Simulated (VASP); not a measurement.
# WC (Fm-3m) in VASP: settings compared

Aim: see how the results for WC move with the level of theory and the settings. Levels: PBEsol, PBEsol+D3(BJ), LDA. Tasks: relaxation of cell and atoms, single point.

Everything below comes from runs of VASP 6.6.1. Logs are shortened: lines on timing, memory, paths and dates and some standing lists are left out, and cuts for length are marked.

## (1) The cell of the first run

It takes space group Fm-3m (No. 225, cubic). Conventional cell: a = 4.385 Å, b = 4.385 Å, c = 4.385 Å, α = 90.00°, β = 90.00°, γ = 90.00°. W (site symmetry m-3m) has 6 C at 2.19 Å within 2.9 Å. Within 2.9 Å of C (site symmetry m-3m) lie 6 W at 2.19 Å.

## (2) Relaxation of cell and atoms, PBEsol

INCAR

```
  ALGO = Normal
  EDIFF = 1E-6
  EDIFFG = -0.01
  ENCUT = 600
  GGA = PS
  IBRION = 2
  ISIF = 3
  ISMEAR = -1
  LASPH = T
  LCHARG = F
  LREAL = F
  LWAVE = F
  NELM = 80
  NSW = 80
  PREC = Accurate
  SIGMA = 0.1
```

KPOINTS

```
k-points
0
Gamma
  11 11 11
```

POSCAR

```
WC
1.0
    0.0000000000      2.1926840000      2.1926840000
    2.1926840000      0.0000000000      2.1926840000
    2.1926840000      2.1926840000      0.0000000000
W C
1 1
Direct
    0.0000000000      0.0000000000      0.0000000000
    0.5000000000      0.5000000000      0.5000000000
```

Potentials or basis: VASP PAW PBE potentials, release 64 (W_sv, C).

Command:

```
> cat potpaw_PBE.64/W_sv/POTCAR potpaw_PBE.64/C/POTCAR > POTCAR
> mpirun -np 1 vasp_std > vasp.out
```

OUTCAR:

```text
EDIFF = 1E-6
   EDIFFG = -0.01
   ENCUT = 600
   GGA = PS
   IBRION = 2
   ISIF = 3
   ISMEAR = -1
   LASPH = T
   LREAL = F
   NELM = 80
   NSW = 80
   PREC = Accurate

 ion  position               nearest neighbor table
   1  0.000  0.000  0.000-   2 2.19   2 2.19   2 2.19   2 2.19   2 2.19   2 2.19
   2  0.500  0.500  0.500-   1 2.19   1 2.19   1 2.19   1 2.19   1 2.19   1 2.19

  LATTYP: Found a face centered cubic cell.
 ALAT       =     4.3853680000

  Lattice vectors:

 A1 = (   0.0000000000,   2.1926840000,   2.1926840000)
 A2 = (   2.1926840000,   0.0000000000,   2.1926840000)
 A3 = (   2.1926840000,   2.1926840000,   0.0000000000)

Analysis of symmetry for initial positions (statically):
=====================================================================
 Subroutine PRICEL returns:
 Original cell was already a primitive cell.

 Routine SETGRP: Setting up the symmetry group for a
 face centered cubic supercell.

 Subroutine GETGRP returns: Found 48 space group operations
 (whereof 48 operations were pure point group operations)
 out of a pool of 48 trial point group operations.

The static configuration has the point symmetry O_h .

Analysis of symmetry for dynamics (positions and initial velocities):
=====================================================================
 Subroutine PRICEL returns:
 Original cell was already a primitive cell.

 Routine SETGRP: Setting up the symmetry group for a
 face centered cubic supercell.

 Subroutine GETGRP returns: Found 48 space group operations
 (whereof 48 operations were pure point group operations)
 out of a pool of 48 trial point group operations.

The dynamic configuration has the point symmetry O_h .

 Subroutine INISYM returns: Found 48 space group operations
 (whereof 48 operations are pure point group operations),
 and found     1 'primitive' translations

----------------------------------------------------------------------------------------

                                     Primitive cell

  volume of cell :      21.0842

  direct lattice vectors                    reciprocal lattice vectors
     0.000000000  2.192684000  2.192684000    -0.228031034  0.228031034  0.228031034
     2.192684000  0.000000000  2.192684000     0.228031034 -0.228031034  0.228031034
     2.192684000  2.192684000  0.000000000     0.228031034  0.228031034 -0.228031034

  length of vectors
     3.100923451  3.100923451  3.100923451     0.394961337  0.394961337  0.394961337

  position of ions in fractional coordinates (direct lattice)
     0.000000000  0.000000000  0.000000000
     0.500000000  0.500000000  0.500000000

  ion indices of the primitive-cell ions
   primitive index   ion index
                 1           1
                 2           2

----------------------------------------------------------------------------------------

 KPOINTS: k-points

Automatic generation of k-mesh.
 Grid dimensions read from file:
 generate k-points for:   11   11   11

 Generating k-lattice:

  Cartesian coordinates                     Fractional coordinates (reciprocal lattice)
    -0.020730094  0.020730094  0.020730094     0.090909091  0.000000000  0.000000000
     0.020730094 -0.020730094  0.020730094     0.000000000  0.090909091  0.000000000
     0.020730094  0.020730094 -0.020730094     0.000000000  0.000000000  0.090909091

  Length of vectors
     0.035905576  0.035905576  0.035905576

  Shift w.r.t. Gamma in fractional coordinates (k-lattice)
     0.000000000  0.000000000  0.000000000

 Subroutine IBZKPT returns following result:
 ===========================================

 Found     56 irreducible k-points:

 Following reciprocal coordinates:
            Coordinates               Weight
  0.000000  0.000000  0.000000      1.000000
  0.090909  0.000000  0.000000      8.000000
  0.181818  0.000000  0.000000      8.000000
  0.272727  0.000000  0.000000      8.000000
  0.363636  0.000000  0.000000      8.000000
  0.454545  0.000000  0.000000      8.000000
[... 16 lines left out ...]
 -0.272727  0.181818  0.000000     24.000000
 -0.181818  0.181818  0.000000     12.000000
 [... further k-points ...]
   k-points           NKPTS =     56   k-points in BZ     NKDIM =     56   number of bands    NBANDS=     13
   number of dos      NEDOS =    301   number of ions     NIONS =      2
   total plane-waves  NPLWV =  21952
   dimension x,y,z NGX =    28 NGY =   28 NGZ =   28
   dimension x,y,z NGXF=    56 NGYF=   56 NGZF=   56
   ions per type =               1   1
   NGX,Y,Z   is equivalent  to a cutoff of  15.01, 15.01, 15.01 a.u.
   NGXF,Y,Z  is equivalent  to a cutoff of  30.02, 30.02, 30.02 a.u.
 SYSTEM =  unknown system
   PREC   = accura    normal or accurate (medium, high low for compatibility)
   ISTART =      0    job   : 0-new  1-cont  2-samecut
   ICHARG =      2    charge: 1-file 2-atom 10-const
   ISPIN  =      1    spin polarized calculation?
   LNONCOLLINEAR =      F non collinear calculations
   LSORBIT =      F    spin-orbit coupling
   LASPH  =      T    aspherical Exc in radial PAW
   ENCUT  =  600.0 eV  44.10 Ry    6.64 a.u.   6.19  6.19  6.19*2*pi/ulx,y,z
   NELM   =     80;   NELMIN=  2; NELMDL= -5     # of ELM steps
   EDIFF  = 0.1E-05   stopping-criterion for ELM
   LREAL  =      F    real-space projection
   EDIFFG = -.1E-01   stopping-criterion for IOM
   NSW    =     80    number of steps for IOM
   IBRION =      2    ionic relax: 0-MD 1-quasi-New 2-CG
   NFREE  =      1    steps in history (QN), initial steepest desc. (CG)
   ISIF   =      3    stress and relaxation
   ISYM   =      2    0-nonsym 1-usesym 2-fastsym
   POTIM  = 0.5000    time-step for ionic-motion
   TEBEG  =    0.0;   TEEND  =   0.0 temperature during run
   PSTRESS=    0.0 pullay stress
   NELECT =      18.0000    total number of electrons
   NUPDOWN=      -1.0000    fix difference up-down
   EMIN   =  10.00;   EMAX   =-10.00  energy-range for DOS
   EFERMI =   0.00;   METHOD = LEGACY
   ISMEAR =    -1;   SIGMA  =   0.10  broadening in eV -4-tet -1-fermi 0-gaus
   EFERMI_NEDOS =   21; number of points for ismear=-14 and -15
   IALGO  =     38    algorithm
   IMIX   =      4    mixing-type and parameters
     AMIX     =   0.40;   BMIX     =  1.00
     AMIX_MAG =   1.60;   BMIX_MAG =  1.00
  volume/ion in A,a.u.               =      10.54        71.14
  Fermi-wavevector in a.u.,A,eV,Ry     =   1.553029  2.934800 32.815887  2.411900
  Thomas-Fermi vector in A             =   2.657319
   LORBIT       =      0    0 simple, 1 ext, 2 COOP (PROOUT), +10 PAW based schemes
   GGA     = PS    functional components
   LHFCALC =     F    Hartree Fock is set to
   AEXX    =    0.0000 exact exchange contribution
   IVDW    =     0    specifies the selected vdW correction
   LEPSILON=     F    determine dielectric tensor
   LRPA    =     F    only Hartree local field effects (RPA)
 conjugate gradient relaxation of ions
 non-spin polarized calculation
  energy-cutoff  :      600.00
  volume of cell :       21.08
 maximum number of plane-waves:       725
 NGX is ok and might be reduce to    28
   NGX = 13   NGY = 13   NGZ = 13

--------------------------------------- Ionic step        1  -------------------------------------------

 number of electron      18.0000001 magnetization

 Free energy of the ion-electron system (eV)
  ---------------------------------------------------
  ext. energy  EPLUGINS =         0.00000000
  ---------------------------------------------------
  free energy    TOTEN  =       -22.99230943 eV

  energy without entropy =      -22.95107587  energy(sigma->0) =      -22.97169265

------------------------ aborting loop because EDIFF is reached ----------------------------------------

  FORCE on cell =-STRESS in cart. coord.  units (eV):
  Direction    XX          YY          ZZ          XY          YZ          ZX
  --------------------------------------------------------------------------------------
  -------------------------------------------------------------------------------------
  Total       -1.1719912     -1.1719912     -1.1719912      0.0000000     -0.0000000      0.0000000
  in kB      -89.0587931    -89.0587931    -89.0587931      0.0000000     -0.0000000      0.0000000
  external PRESSURE =     -89.0587931 kB  Pullay stress =       0.0000000 kB

 VOLUME and BASIS-vectors are now :
 -----------------------------------------------------------------------------
  energy-cutoff  :      600.00
  volume of cell :       21.08
      direct lattice vectors                 reciprocal lattice vectors
     0.000000000  2.192684000  2.192684000    -0.228031034  0.228031034  0.228031034
     2.192684000  0.000000000  2.192684000     0.228031034 -0.228031034  0.228031034
     2.192684000  2.192684000  0.000000000     0.228031034  0.228031034 -0.228031034
[... 73 lines left out ...]
 POSITION                                       TOTAL-FORCE (eV/Angst)
 -----------------------------------------------------------------------------------
      0.00000      0.00000      0.00000         0.000000     -0.000000      0.000000
      2.17554      2.17554      2.17554        -0.000000      0.000000     -0.000000
 -----------------------------------------------------------------------------------
    total drift:                               -0.000000      0.000000      0.000000

  FREE ENERGIE OF THE ION-ELECTRON SYSTEM (eV)
  ---------------------------------------------------
  free  energy   TOTEN  =       -23.0065537229 eV

  energy  without entropy=      -22.9662936121  energy(sigma->0) =      -22.98642367

--------------------------------------- Ionic step        4  -------------------------------------------

 number of electron      18.0000001 magnetization

 Free energy of the ion-electron system (eV)
  ---------------------------------------------------
  ext. energy  EPLUGINS =         0.00000000
  ---------------------------------------------------
  free energy    TOTEN  =       -23.00656134 eV

  energy without entropy =      -22.96632081  energy(sigma->0) =      -22.98644108

 E-fermi :  12.6131     XC(G=0): -13.9753

 val. band max:       12.6008108084   @ k =  -0.2727   0.4545   0.1818
 cond. band min:      12.6196792227   @ k =   0.2727   0.2727   0.0000
 fundamental gap:      0.0188684142
 Fermi energy:        12.6130699082

 k-point     1 :       0.0000    0.0000    0.0000
  band No.  band energies     occupation
      1     -62.7337      2.00000
      2     -26.7288      2.00000
      3     -26.7287      2.00000
      4     -26.7287      2.00000
      5      -3.3693      2.00000
      6       9.7690      2.00000
      7       9.7690      2.00000
      8       9.7690      2.00000
      9      11.5482      1.99995
     10      11.5482      1.99995
     11      11.5482      1.99995
     12      11.6254      1.99990
     13      11.6254      1.99990

 k-point     2 :       0.0909    0.0000    0.0000
  band No.  band energies     occupation
      1     -62.7304      2.00000
      2     -26.7826      2.00000
      3     -26.7345      2.00000
      4     -26.7345      2.00000
      5      -3.1291      2.00000
      6       8.9845      2.00000
      7       9.4345      2.00000
      8       9.4345      2.00000
      9      10.4158      2.00000
     10      10.4158      2.00000
     11      11.8689      1.99883
[... 339 lines left out ...]
 k-point    24 :      -0.1818    0.1818    0.0000
  band No.  band energies     occupation
      1     -62.7058      2.00000
      2     -27.0856      2.00000
      3     -26.8749      2.00000
      4     -26.7601      2.00000
      5      -1.1597      2.00000
      6       5.6041      2.00000
      7       6.7776      2.00000
      8       7.1244      2.00000
      9      11.1070      2.00000
     10      13.2201      0.00461
     11      13.8838      0.00001
     12      15.2493      0.00000
     13      19.8134      0.00000

 [... further k-points ...]

------------------------ aborting loop because EDIFF is reached ----------------------------------------

  FORCE on cell =-STRESS in cart. coord.  units (eV):
  Direction    XX          YY          ZZ          XY          YZ          ZX
  --------------------------------------------------------------------------------------
  -------------------------------------------------------------------------------------
  Total       -0.0078964     -0.0078964     -0.0078964     -0.0000000     -0.0000000     -0.0000000
  in kB       -0.6146293     -0.6146293     -0.6146293     -0.0000000     -0.0000000     -0.0000000
  external PRESSURE =      -0.6146293 kB  Pullay stress =       0.0000000 kB

 VOLUME and BASIS-vectors are now :
 -----------------------------------------------------------------------------
  energy-cutoff  :      600.00
  volume of cell :       20.58
      direct lattice vectors                 reciprocal lattice vectors
    -0.000000000  2.175201281  2.175201281    -0.229863785  0.229863785  0.229863785
     2.175201281 -0.000000000  2.175201281     0.229863785 -0.229863785  0.229863785
     2.175201281  2.175201281  0.000000000     0.229863785  0.229863785 -0.229863785

 POSITION                                       TOTAL-FORCE (eV/Angst)
 -----------------------------------------------------------------------------------
     -0.00000      2.17520      2.17520         0.000000     -0.000000     -0.000000
      2.17520      2.17520      2.17520        -0.000000      0.000000      0.000000
 -----------------------------------------------------------------------------------
    total drift:                               -0.000000     -0.000000      0.000000

  FREE ENERGIE OF THE ION-ELECTRON SYSTEM (eV)
  ---------------------------------------------------
  free  energy   TOTEN  =       -23.0065613443 eV

  energy  without entropy=      -22.9663208107  energy(sigma->0) =      -22.98644108

 reached required accuracy - stopping structural energy minimisation
```

Run time: 46 s. Hardware: 1 thread of Intel Xeon Platinum 8488C (Sapphire Rapids), shared host; peak memory 0.18 GiB.

Results:

```
Free energy                            : -23.0066 eV
Relaxed volume                         : 10.29 Å³/atom
Relaxed cell                           : a = 3.076 Å, b = 3.076 Å, c = 3.076 Å, α = 60.00°, β = 60.00°, γ = 60.00°
Space group after relaxing (to 0.05 Å) : Fm-3m (No. 225)
Energy gained by relaxing              : 7.1 meV/atom
Ionic steps                            : 4
Pressure after relaxing                : -0.1 GPa
```

Step by step:
| step | energy change (eV) | largest force (eV/Å) | pressure (GPa) | volume (Å³) |
| --- | --- | --- | --- | --- |
| 1 | 0.0000 | 0.0000 | -8.91 | 21.08 |
| 2 | 0.0862 | 0.0000 | 27.52 | 19.35 |
| 3 | -0.0142 | 0.0000 | -0.20 | 20.59 |
| 4 | -0.0143 | 0.0000 | -0.06 | 20.58 |

Final structure:
```xyz
2
Lattice="0.0000 2.1752 2.1752 2.1752 0.0000 2.1752 2.1752 2.1752 0.0000" Properties=species:S:1:pos:R:3 pbc="T T T"
W     0.0000    2.1752    2.1752
C     2.1752    2.1752    2.1752
```

Levels at points of the mesh, in eV from the Fermi level:
```
           k point  band 7  band 8  band 9  band 10  band 11  band 12
(0.00, 0.00, 0.00)   -2.84   -2.84   -1.06    -1.06    -1.06    -0.99
```

Caveat: the bands computed are all filled at some k points, so no gap is given; the PAW data sets were made with another functional, which shifts forces and pressure a little; spin-orbit coupling is left out, which moves the levels of the heavy elements.

## (3) Relaxation of cell and atoms, PBEsol+D3(BJ)

INCAR

```
PREC     = Accurate       # precision mode
ENCUT    = 600            # plane-wave cutoff, eV
EDIFF    = 1E-6           # SCF threshold, eV
ISMEAR   = -1             # smearing method
SIGMA    = 0.1            # smearing width, eV
LREAL    = False          # projectors in reciprocal space
LASPH    = True           # aspherical terms in the spheres
NELM     = 100            # most SCF steps
ALGO     = Normal         # electronic algorithm
ISIF     = 3              # what is computed and relaxed
LWAVE    = False          # write WAVECAR
LCHARG   = False          # write CHGCAR
GGA      = PS             # functional
IVDW     = 12             # dispersion correction
IBRION   = 2              # ionic algorithm
NSW      = 80             # ionic steps
EDIFFG   = -0.01          # ionic threshold
```

KPOINTS

```
regular mesh
0
Gamma
  11 11 11
```

POSCAR is that of step 2.

Potentials or basis: VASP PAW PBE potentials, release 64 (W_sv, C).

Command:

```
> cat potpaw_PBE.64/W_sv/POTCAR potpaw_PBE.64/C/POTCAR > POTCAR
> mpirun -np 1 vasp_std > vasp.out
```

It took 45 s on 1 thread of Intel Xeon Platinum 8488C (Sapphire Rapids), shared host; peak memory 0.19 GiB.

It converged, with:

| Item | Value |
| --- | --- |
| Free energy | -23.9216 eV |
| Relaxed volume | 10.11 Å³/atom |
| Relaxed cell | a = 3.058 Å, b = 3.058 Å, c = 3.058 Å, α = 60.00°, β = 60.00°, γ = 60.00° |
| Space group after relaxing (to 0.05 Å) | Fm-3m (No. 225) |
| Energy gained by relaxing | 22.2 meV/atom |
| Ionic steps | 4 |
| Pressure after relaxing | -0.1 GPa |
| Dispersion energy per atom | -0.462 eV |

Step by step:
```
step  energy change (eV)  largest force (eV/Å)  pressure (GPa)  volume (Å³)
   1              0.0000                0.0000          -15.68        21.08
   2              0.2981                0.0000           57.06        18.09
   3             -0.0442                0.0000           -0.69        20.25
   4             -0.0443                0.0000           -0.15        20.22
```

Final structure:
```yaml
crystal:
  lattice:
    - [0.00000, 2.16224, 2.16224]
    - [2.16224, 0.00000, 2.16224]
    - [2.16224, 2.16224, 0.00000]
  atoms:
    - { symbol: W, position: [0.00000, 0.00000, 0.00000] }
    - { symbol: C, position: [0.50000, 0.50000, 0.50000] }
```

Levels at points of the mesh, in eV from the Fermi level:
| k point | band 6 | band 7 | band 8 | band 9 | band 10 | band 11 | band 12 | band 13 |
| --- | --- | --- | --- | --- | --- | --- | --- | --- |
| (0.00, 0.00, 0.00) | -2.92 | -2.92 | -2.92 | -1.10 | -1.10 | -1.10 | -1.01 | -1.01 |

Caveat: the bands computed are all filled at some k points, so no gap is given; the PAW data sets were made with another functional, which shifts forces and pressure a little; spin-orbit coupling is left out, which moves the levels of the heavy elements.

## (4) Single point, PBEsol

This run uses another cell than the first one, of 10.26 Å³/atom, 0.974 times its volume.

INCAR

```
SYSTEM = WC
ALGO = Normal
EDIFF = 1E-6
ENCUT = 910
GGA = PS
GGA_COMPAT = .False.
ISIF = 2
ISMEAR = -1
LASPH = .True.
LCHARG = .False.
LREAL = .False.
LWAVE = .False.
NBANDS = 16
NELM = 120
PREC = Accurate
SIGMA = 0.1
```

KPOINTS

```
k-points
0
Gamma
  11 11 11
  0 0 0
```

POSCAR

```
WC
1.0
    0.0000000000      2.1731532614      2.1731532614
    2.1731532614      0.0000000000      2.1731532614
    2.1731532614      2.1731532614      0.0000000000
W C
1 1
Direct
    0.0000000000      0.0000000000      0.0000000000
    0.5000000000      0.5000000000      0.5000000000
```

Potentials or basis: VASP PAW PBE potentials, release 64 (W_sv, C_h).

Command:

```
> cat potpaw_PBE.64/W_sv/POTCAR potpaw_PBE.64/C_h/POTCAR > POTCAR
> mpirun -np 1 vasp_std > vasp.out
```

It took 15 s on 1 thread of AMD EPYC 9R45 (Zen 5), shared host; peak memory 0.17 GiB.

It converged, with:

```
Free energy            : -23.0119 eV
Pressure               : 1.0 GPa
Band gap on the k mesh : zero (band 9 reaches 13.99 eV, above the bottom of band 10 at 10.79 eV)
```

Levels at points of the mesh, in eV from the Fermi level:
```csv
k point,band 6,band 7,band 8,band 9,band 10,band 11,band 12,band 13
"(0.00, 0.00, 0.00)",-2.86,-2.86,-2.86,-1.07,-1.07,-1.07,-0.99,-0.99
```

Caveat: the cutoff is under 1.25 times the usual one of these potentials, so pressure, stress and relaxed cells hold a basis-set (Pulay) error; the PAW data sets were made with another functional, which shifts forces and pressure a little; spin-orbit coupling is left out, which moves the levels of the heavy elements.

(Part 1 of 2 ends here.)
